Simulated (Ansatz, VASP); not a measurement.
# One calculation of AlCo, two programs

```
Al Co
1.0
     2.82104   -0.06740   -0.06740
    -0.06740    2.82104   -0.06740
    -0.06740   -0.06740    2.82104
Al Co
1 1
Direct
  0.00000 0.00000 0.00000
  0.50000 0.50000 0.50000
```

Alike in both runs: task single point; functional PBEsol; k mesh 18 × 18 × 18; occupations gaussian, width 0.15 eV; no spin polarisation.

```csv
,VASP,Ansatz
version,VASP 6.6.1,Ansatz 0.2.0
potentials or method,"VASP PAW PBE potentials, release 64 (Al, Co), cutoff 520 eV","scalar-relativistic, plane waves, PAW"
valence electrons in the cell,12,20
```

VASP gave:

| Quantity | Value |
| --- | --- |
| gap on the k mesh at the Fermi level (eV) | none |
| pressure (GPa) | 1.5 |
| traceless stress, the component that is largest in VASP (GPa) | 8.52 |

Question: Estimate Ansatz's values.

Answer: gap on the k mesh at the Fermi level (eV): none; pressure (GPa): 1.9; traceless stress, the component that is largest in VASP (GPa): 8.54.

VASP's potentials were made for PBE, not for PBEsol. A gap of «none» marks a metal or a gap that the smearing closes. The functional is the same, so the differences come from potentials, cutoffs and numerics. VASP's potentials hold 12 valence electrons a cell and Ansatz's 20, so a difference there can come from the potentials and not from the codes.
